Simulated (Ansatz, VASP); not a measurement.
**Sb: VASP beside Ansatz**

File INCAR:

```
PREC     = Accurate       # precision mode
ENCUT    = 520            # plane-wave cutoff, eV
EDIFF    = 1E-6           # SCF threshold, eV
ISMEAR   = -1             # smearing method
SIGMA    = 0.05           # smearing width, eV
LREAL    = False          # projectors in reciprocal space
LASPH    = True           # aspherical terms in the spheres
NELM     = 80             # most SCF steps
ALGO     = Normal         # electronic algorithm
ISIF     = 2              # what is computed and relaxed
LWAVE    = False          # write WAVECAR
LCHARG   = True           # write CHGCAR
GGA      = PE             # functional
LELF     = True           # ELF
LVHAR    = True         
NBANDS   = 12             # bands
```

File KPOINTS:

```
regular mesh
0
Gamma
  9 9 9
```

Contents of POSCAR:

```
Sb
1.0
    2.1683746945      1.2519117136      3.7749435520
   -2.1683746945      1.2519117136      3.7749435520
    0.0000000000     -2.5038234270      3.7749435520
Sb
2
Direct
    0.2336400000      0.2336400000      0.2336400000
    0.7663600000      0.7663600000      0.7663600000
```

Input for Ansatz:

```yaml
crystal:
  lattice:
    - [2.1683746945, 1.2519117136, 3.774943552]
    - [-2.1683746945, 1.2519117136, 3.774943552]
    - [0.0, -2.503823427, 3.774943552]
  atoms:
    - { symbol: Sb, position: [0.23364, 0.23364, 0.23364] }
    - { symbol: Sb, position: [0.76636, 0.76636, 0.76636] }
kpoints:
  mp_grid: { grid: [9, 9, 9] }
scf:
  occupations: { method: fermi_dirac, width: 0.05 }
hamiltonian:
  xc: pbe
  pseudopotentials: { kind: all_electron, lapw: { basis_error: 0.0005 } }
output:
  forces: true
  stress: true
  eigenvalues: true
```

Change from the starting cell: volume scaled by 1.025.

Alike in both runs: task single point; functional PBE; k mesh 9 × 9 × 9; occupations fermi-dirac, width 0.05 eV; no spin polarisation.

|  | VASP | Ansatz |
| --- | --- | --- |
| version | VASP 6.6.1 | Ansatz 0.2.0 |
| potentials or method | VASP PAW PBE potentials, release 64 (Sb), cutoff 520 eV | all-electron LAPW, scalar-relativistic |

|  | VASP | Ansatz | Ansatz less VASP |
| --- | --- | --- | --- |
| pressure (GPa) | 1.7 | 1.6 | -0.05 |
| traceless stress, the component that is largest in VASP (GPa) | -0.18 | -0.15 | +0.030 |
| rms of the force components (eV/Å) | 0.065 | 0.041 | -0.0230 |

Atom by atom the forces differ by 0.023 eV/Å (rms over components). Ansatz ran all-electron here, and VASP with PAW potentials.

Neither program's run includes spin-orbit coupling.
